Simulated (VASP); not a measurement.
# O2: single point with PBEsol

Molecule: O2, in a box.

```xyz
2
Lattice="9.0000 0.0000 0.0000 0.0000 9.5000 0.0000 0.0000 0.0000 10.0000" Properties=species:S:1:pos:R:3 pbc="T T T"
O     4.5000    4.7500    4.3951
O     4.5000    4.7500    5.6049
```

```
Program             : VASP 6.6.1
Task                : single point
Functional          : PBEsol
Potentials or basis : VASP PAW PBE potentials, release 64 (O)
Cutoff              : 520 eV
k mesh              : 1 × 1 × 1
Occupations         : methfessel-paxton, width 0.05 eV
Spin                : collinear spin, ferromagnetic start
Starting moments    : [1.0, 1.0] μB
```

| Quantity | Value |
| --- | --- |
| Largest force | 1.400 eV/Å |
| Gap between the frontier levels | 2.26 eV |
| Net moment | 2.00 μB per cell |
| Site moments | O +0.81 μB |
| Valence electrons inside the program's atomic spheres | O 4.92 |

Forces in eV/Å, atoms in the order of the input:
```
O    0.000  0.000 -1.400
O    0.000  0.000  1.400
```

Levels at points of the mesh, in eV from the valence-band top:
Spin up:
```csv
k point,band 5,band 6,band 7,band 8,band 9,band 10
"(0.00, 0.00, 0.00)",-6.74,0.00,0.00,6.36,7.58,7.91
```
Spin down:
```
           k point  band 3  band 4  band 5  band 6  band 7  band 8
(0.00, 0.00, 0.00)   -5.71   -4.92   -4.92    2.26    2.26    6.46
```

Wall time 110 s on 1 thread of Intel(R) Xeon(R) Platinum 8488C (Sapphire Rapids), on a shared host, peak memory 1 GiB.

Caveat: the standard files for N, O and F lose accuracy on very short bonds; the PAW data sets were made with another functional, which shifts forces and pressure a little.
